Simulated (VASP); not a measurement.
Input of a VASP 6.6.1 run:

INCAR

```
  PREC = Accurate
  ENCUT = 500
  EDIFF = 1E-6
  ISMEAR = 0
  SIGMA = 0.01
  LREAL = F
  LASPH = T
  NELM = 120
  ALGO = Normal
  ISIF = 2
  LWAVE = F
  LCHARG = F
  GGA = PE
  NBANDS = 17
  GGA_COMPAT = F
```

Contents of KPOINTS:

```
regular mesh
0
Gamma
  3 3 3
```

File POSCAR:

```
TePb
1.0
    0.0000000000      3.6414940692      3.6414940692
    3.6414940692      0.0000000000      3.6414940692
    3.6414940692      3.6414940692      0.0000000000
Pb Te
1 1
Direct
    0.0000000000      0.0000000000      0.0000000000
    0.2500000000      0.2500000000      0.2500000000
```

Potentials or basis: VASP PAW PBE potentials, release 64 (Pb_d, Te).

Launch:

```bash
$ cat potpaw_PBE.64/Pb_d/POTCAR potpaw_PBE.64/Te/POTCAR > POTCAR
$ mpirun -np 1 vasp_std > vasp.out
```

Q: What does it give for the band gap on the k mesh?

A: 1.20 eV, indirect (least direct gap 1.36 eV).

Q: What does it give for the pressure?

A: 0.0 GPa.

Caveat: the k points lie up to 0.50 Å⁻¹ apart; spin-orbit coupling is left out, which moves the levels of the heavy elements. A k mesh can miss the band edges.
